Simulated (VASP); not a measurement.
# Nb2H3 (P4/mmm) in VASP: a series of runs, part 2 of 2

VASP 6.6.1. The steps go on from the part before.

## 3. Single point, PBE

This run uses another cell than the first one, of 12.40 Å³/atom.

Contents of INCAR:

```
SYSTEM = Nb2H3
PREC     = Accurate       ! precision mode
ENCUT    = 520            ! plane-wave cutoff, eV
EDIFF    = 1E-7           ! SCF threshold, eV
ISMEAR   = 0              ! smearing method
SIGMA    = 0.1            ! smearing width, eV
LREAL    = .False.        ! projectors in reciprocal space
LASPH    = .True.         ! aspherical terms in the spheres
NELM     = 60             ! most SCF steps
ALGO     = Normal         ! electronic algorithm
ISIF     = 2              ! what is computed and relaxed
LWAVE    = .False.        ! write WAVECAR
LCHARG   = .False.        ! write CHGCAR
GGA      = PE             ! functional
NBANDS   = 40             ! bands
```

Contents of KPOINTS:

```
regular mesh
0
Gamma
  4 4 4
  0 0 0
```

Contents of POSCAR:

```
Nb2H3
1.0
    4.4738426000      0.0000000000      0.0000000000
    0.0000000000      4.4738426000      0.0000000000
    0.0000000000      0.0000000000      6.1952191100
Nb H
4 6
Direct
    0.2333287800      0.2333287800      0.0000000000
    0.7666712200      0.7666712200      0.0000000000
    0.7666712200      0.2333287800      0.0000000000
    0.2333287800      0.7666712200      0.0000000000
    0.2923220600      0.2923220600      0.5000000000
    0.7076779400      0.7076779400      0.5000000000
    0.7076779400      0.2923220600      0.5000000000
    0.2923220600      0.7076779400      0.5000000000
    0.0000000000      0.5000000000      0.0000000000
    0.5000000000      0.0000000000      0.0000000000
```

Potentials or basis: VASP PAW PBE potentials, release 64 (Nb_sv, H).

Launch:

```
$ cat potpaw_PBE.64/Nb_sv/POTCAR potpaw_PBE.64/H/POTCAR > POTCAR
$ mpirun -np 1 vasp_std > vasp.out
```

OUTCAR:

```text
SYSTEM = Nb2H3
   PREC = Accurate
   ENCUT = 520
   EDIFF = 1E-7
   ISMEAR = 0
   LREAL = .False.
   LASPH = .True.
   NELM = 60
   ISIF = 2
   GGA = PE

 ion  position               nearest neighbor table
   1  0.233  0.233  0.000-   9 1.59  10 1.59   3 2.09   4 2.09   3 2.39   4 2.39   2 2.95
   2  0.767  0.767  0.000-   9 1.59  10 1.59   3 2.09   4 2.09   3 2.39   4 2.39   1 2.95
   3  0.767  0.233  0.000-   9 1.59  10 1.59   1 2.09   2 2.09   2 2.39   1 2.39   4 2.95
   4  0.233  0.767  0.000-   9 1.59  10 1.59   1 2.09   2 2.09   2 2.39   1 2.39   3 2.95
   5  0.292  0.292  0.500-
   6  0.708  0.708  0.500-
   7  0.708  0.292  0.500-
   8  0.292  0.708  0.500-
   9  0.000  0.500  0.000-   1 1.59   2 1.59   3 1.59   4 1.59
  10  0.500  0.000  0.000-   1 1.59   2 1.59   3 1.59   4 1.59

  LATTYP: Found a simple tetragonal cell.
 ALAT       =     4.4738426000
 C/A-ratio  =     1.3847646562

  Lattice vectors:

[... 192 lines left out ...]
 fundamental gap:      0.0321842603
 Fermi energy:         4.9591800564

 k-point     1 :       0.0000    0.0000    0.0000
  band No.  band energies     occupation
      1     -50.8266      2.00000
      2     -49.3063      2.00000
      3     -49.3063      2.00000
      4     -47.8576      2.00000
      5     -30.2888      2.00000
      6     -29.2922      2.00000
[... 763 lines left out ...]
     39       7.7801      0.00000
     40       8.2073      0.00000

------------------------ aborting loop because EDIFF is reached ----------------------------------------

  FORCE on cell =-STRESS in cart. coord.  units (eV):
  Direction    XX          YY          ZZ          XY          YZ          ZX
  --------------------------------------------------------------------------------------
  -------------------------------------------------------------------------------------
  Total       80.9759809     80.9759809    -10.1563074      0.0000000     -0.0000000     -0.0000000
  in kB     1046.2819377   1046.2819377   -131.2285555      0.0000000     -0.0000000     -0.0000000
  external PRESSURE =     653.7784400 kB  Pullay stress =       0.0000000 kB

 VOLUME and BASIS-vectors are now :
 -----------------------------------------------------------------------------
  energy-cutoff  :      520.00
  volume of cell :      124.00
      direct lattice vectors                 reciprocal lattice vectors
     4.473842600  0.000000000  0.000000000     0.223521498  0.000000000  0.000000000
     0.000000000  4.473842600  0.000000000     0.000000000  0.223521498  0.000000000
     0.000000000  0.000000000  6.195219110     0.000000000  0.000000000  0.161414791

 POSITION                                       TOTAL-FORCE (eV/Angst)
 -----------------------------------------------------------------------------------
      1.04388      1.04388      0.00000         5.504048      5.504048      0.000000
      3.42997      3.42997      0.00000        -5.504048     -5.504048     -0.000000
      3.42997      1.04388      0.00000        -5.504048      5.504048      0.000000
      1.04388      3.42997      0.00000         5.504048     -5.504048     -0.000000
      1.30780      1.30780      3.09761         0.608717      0.608717      0.000000
      3.16604      3.16604      3.09761        -0.608717     -0.608717      0.000000
      3.16604      1.30780      3.09761        -0.608717      0.608717     -0.000000
      1.30780      3.16604      3.09761         0.608717     -0.608717      0.000000
      0.00000      2.23692      0.00000        -0.000000      0.000000      0.000000
      2.23692      0.00000      0.00000        -0.000000      0.000000      0.000000
 -----------------------------------------------------------------------------------
    total drift:                                0.000000      0.000000      0.000000

  FREE ENERGIE OF THE ION-ELECTRON SYSTEM (eV)
  ---------------------------------------------------
  free  energy   TOTEN  =       -32.0844487614 eV

  energy  without entropy=      -32.0560027235  energy(sigma->0) =      -32.07022574
```

OSZICAR:

```text
N       E                     dE             d eps       ncg     rms          rms(c)
DAV:   1     0.782066678849E+03    0.78207E+03   -0.32041E+04  1480   0.144E+03
DAV:   2     0.287265456860E+02   -0.75334E+03   -0.72203E+03  1768   0.602E+02
DAV:   3    -0.335975779917E+02   -0.62324E+02   -0.59869E+02  2392   0.130E+02
DAV:   4    -0.388447804255E+02   -0.52472E+01   -0.51670E+01  2560   0.345E+01
DAV:   5    -0.390180446905E+02   -0.17326E+00   -0.17277E+00  2392   0.645E+00    0.348E+01
DAV:   6    -0.344676612966E+02    0.45504E+01   -0.49475E+01  1904   0.163E+01    0.191E+01
DAV:   7    -0.324233614827E+02    0.20443E+01   -0.10609E+01  1944   0.111E+01    0.104E+01
DAV:   8    -0.320870229422E+02    0.33634E+00   -0.29227E+00  2120   0.652E+00    0.159E+00
DAV:   9    -0.320838966236E+02    0.31263E-02   -0.18360E-01  2136   0.232E+00    0.123E+00
DAV:  10    -0.320870095347E+02   -0.31129E-02   -0.70716E-02  1896   0.169E+00    0.263E-01
DAV:  11    -0.320842943097E+02    0.27152E-02   -0.12775E-02  2008   0.830E-01    0.118E-01
DAV:  12    -0.320844322822E+02   -0.13797E-03   -0.11341E-03  2368   0.196E-01    0.582E-02
DAV:  13    -0.320844510523E+02   -0.18770E-04   -0.23624E-04  2208   0.111E-01    0.168E-02
DAV:  14    -0.320844481921E+02    0.28602E-05   -0.32162E-05  2096   0.384E-02    0.543E-03
DAV:  15    -0.320844484367E+02   -0.24460E-06   -0.40401E-06  2288   0.133E-02    0.195E-03
DAV:  16    -0.320844487181E+02   -0.28138E-06   -0.10251E-06  2048   0.488E-03    0.112E-03
DAV:  17    -0.320844487614E+02   -0.43368E-07   -0.11212E-07  1144   0.165E-03
   1 F= -.32084449E+02 E0= -.32070226E+02  d E =-.284460E-01
```

stdout:

```text
POSCAR found type information on POSCAR NbH
 POSCAR found :  2 types and      10 ions
 scaLAPACK will be used
 LDA part: xc-table for (Slater+PW92), standard interpolation
 POSCAR, INCAR and KPOINTS ok, starting setup
 FFT: planning ... GRIDC
 FFT: planning ... GRID_SOFT
 FFT: planning ... GRID
 WAVECAR not read
 entering main loop
```

It took 2.3 min on 1 thread of Oxide Virtual Turin-like, shared host; peak memory 0.23 GiB.

Results:

```
Free energy            : -32.0844 eV
Pressure               : 65.4 GPa
Largest force          : 7.784 eV/Å
Band gap on the k mesh : zero (bands 29 and 30 overlap by 0.96 eV)
```

Forces in eV/Å, atoms in the order of the input:
```
Nb   5.504  5.504  0.000
Nb  -5.504 -5.504  0.000
Nb  -5.504  5.504  0.000
Nb   5.504 -5.504  0.000
H    0.609  0.609  0.000
H   -0.609 -0.609  0.000
H   -0.609  0.609  0.000
H    0.609 -0.609  0.000
H    0.000  0.000  0.000
H    0.000  0.000  0.000
```

Caveat: the stress differs along the axes, from -13 to 105 GPa; forces of over 1 eV/Å act on the atoms, so gaps and moduli don't describe the material at rest.

## 4. Single point, PBE

This run uses another cell than the first one, of 10.88 Å³/atom.

Contents of INCAR:

```
SYSTEM = Nb2H3
PREC = Accurate ; ENCUT = 520
EDIFF = 1E-7 ; ISMEAR = 0
SIGMA = 0.1 ; LREAL = .False.
LASPH = .True. ; NELM = 100
ALGO = Fast ; ISIF = 2
LWAVE = .False. ; LCHARG = .False.
GGA = PE ; NBANDS = 40
```

Contents of KPOINTS:

```
regular mesh
0
Gamma
  4 4 6
  0 0 0
```

Contents of POSCAR:

```
Nb2H3
1.0
    5.8656805370      0.0000000000      0.0000000000
    0.0000000000      5.8656805370      0.0000000000
    0.0000000000      0.0000000000      3.1626009731
Nb H
4 6
Direct
    0.2269942456      0.2269942456      0.0000000000
    0.7730057544      0.7730057544      0.0000000000
    0.7730057544      0.2269942456      0.0000000000
    0.2269942456      0.7730057544      0.0000000000
    0.3354837572      0.3354837572      0.5000000000
    0.6645162428      0.6645162428      0.5000000000
    0.6645162428      0.3354837572      0.5000000000
    0.3354837572      0.6645162428      0.5000000000
    0.0000000000      0.5000000000      0.0000000000
    0.5000000000      0.0000000000      0.0000000000
```

Launch:

```
$ cat potpaw_PBE.64/Nb_sv/POTCAR potpaw_PBE.64/H/POTCAR > POTCAR
$ mpirun -np 1 vasp_std > vasp.out
```

Wall time 9.8 min (1 thread of Oxide Virtual Turin-like, shared host); peak memory 0.23 GiB.

Results (log left out):

```yaml
Free_energy: -57.5209 eV
Pressure: -0.3 GPa
Largest_force: 0.011 eV/Å
Band_gap_on_the_k_mesh: zero (bands 29 and 30 overlap by 1.16 eV)
```

Forces in eV/Å, atoms in the order of the input:
```
Nb   0.004  0.004  0.000
Nb  -0.004 -0.004  0.000
Nb  -0.004  0.004  0.000
Nb   0.004 -0.004  0.000
H   -0.008 -0.008  0.000
H    0.008  0.008  0.000
H    0.008 -0.008  0.000
H   -0.008  0.008  0.000
H    0.000  0.000  0.000
H    0.000  0.000  0.000
```

Stress tensor (GPa, compression positive):
```
-0.19  0.00  0.00
 0.00 -0.19  0.00
 0.00  0.00 -0.45
```

Levels at points of the mesh, in eV from the Fermi level:
```
           k point  band 25  band 26  band 27  band 28  band 29  band 30  band 31  band 32  band 33  band 34
(0.00, 0.00, 0.00)    -1.78    -1.78    -1.03     0.27     0.42     0.76     0.76     1.03     1.03     3.19
(0.50, 0.00, 0.00)    -1.28    -0.95    -0.07     0.45     0.51     0.82     0.98     1.07     1.63     1.72
(0.50, 0.50, 0.00)    -0.56    -0.41    -0.09    -0.09     0.36     0.94     0.94     1.00     1.44     1.44
(0.00, 0.00, 0.50)    -1.63    -1.41    -1.41    -1.33    -0.33    -0.33     1.39     1.39     2.42     3.08
(0.50, 0.00, 0.50)    -1.72    -1.45    -0.74    -0.57    -0.18     0.06     0.43     1.57     1.74     2.05
(0.50, 0.50, 0.50)    -1.06    -0.98    -0.15    -0.13    -0.11     0.24     0.49     0.49     0.57     1.35
```

## 5. Overview

```csv
cell,k mesh,gap on the mesh (eV),pressure (GPa),largest force (eV/Å)
"a = 5.859, b = 5.859, c = 3.155 Å, 10 atoms, atomic positions A",4 × 4 × 4,none,-0.1,0.03
"a = 4.474, b = 4.474, c = 6.195 Å, 10 atoms, atomic positions B",4 × 4 × 4,none,65.4,7.78
"a = 5.866, b = 5.866, c = 3.163 Å, 10 atoms, atomic positions C",4 × 4 × 6,none,-0.3,0.01
```

Alike in all rows: task single point; level PBE; potentials or basis VASP PAW PBE potentials, release 64 (Nb_sv, H); no spin polarisation; cutoff (eV) 520; smearing gaussian 0.1 eV.

Caveats: some runs use coarse meshes; the stress differs along the axes, from -13 to 105 GPa (at least some runs); forces of over 1 eV/Å act on the atoms, so gaps and moduli don't describe the material at rest (at least some runs).

Total energies depend on the potentials used, so only differences within one code and one set of settings carry meaning.

The gap in the log of VASP goes by the Fermi energy; the results here count the filled bands.